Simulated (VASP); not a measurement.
The system is InP.

```
In P
1.0
     0.00000    2.94991    2.94991
     2.94991    0.00000    2.94991
     2.94991    2.94991    0.00000
In P
1 1
Direct
  0.00000 0.00000 0.00000
  0.75000 0.75000 0.75000
```

Base run:

- Program: VASP 6.6.1
- Functional: SVWN5
- Potentials or basis: VASP PAW PBE potentials, release 64 (In_d, P)
- Cutoff: 520 eV
- k mesh: 8 × 8 × 8
- Occupations: fermi-dirac, width 0.05 eV
- Spin: no spin polarisation

Its results: band gap on the k mesh 0.38 eV, direct; pressure -2.5 GPa.

Q: The run is repeated on the same cell with these changes: functional from SVWN5 to PBE exchange alone. What comes out?

A: Band gap on the k mesh 0.57 eV, direct; pressure 10.6 GPa.

Caveats: spin-orbit coupling is left out, which moves the levels of the heavy elements; the PAW data sets were made with another functional, which shifts forces and pressure a little (some runs).

